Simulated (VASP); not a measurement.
Here is a VASP 6.6.1 calculation.

INCAR

```
PREC = Accurate
ENCUT = 520
EDIFF = 1E-6
ISMEAR = -1
SIGMA = 0.01
LREAL = False
LASPH = True
NELM = 80
ALGO = Normal
ISIF = 2
LWAVE = False
LCHARG = False
GGA = PS
IVDW = 12
NBANDS = 9
```

KPOINTS

```
Automatic mesh
0
Gamma
  10 10 10
```

Contents of POSCAR:

```
S
1.0
    0.0000000000      2.0119222711      2.0119222711
    2.0119222711      0.0000000000      2.0119222711
    2.0119222711      2.0119222711      0.0000000000
S
1
Direct
    0.0000000000      0.0000000000      0.0000000000
```

Potentials or basis: VASP PAW PBE potentials, release 64 (S).

The run is started by

```console
$ cat potpaw_PBE.64/S/POTCAR > POTCAR
$ mpirun -np 1 vasp_std > vasp.out
```

(1) Estimate the dispersion energy per atom.

(2) Estimate the pressure.

(3) Estimate the band gap on the k mesh.

Results:

(1) -0.292 eV.

(2) -10.7 GPa.

(3) zero (band 3 reaches 10.06 eV, above the bottom of band 4 at 4.67 eV).

Caveat: three body term missing; the PAW data sets were made with another functional, which shifts forces and pressure a little; pairwise dispersion overbinds metals, which lowers pressure and volume.
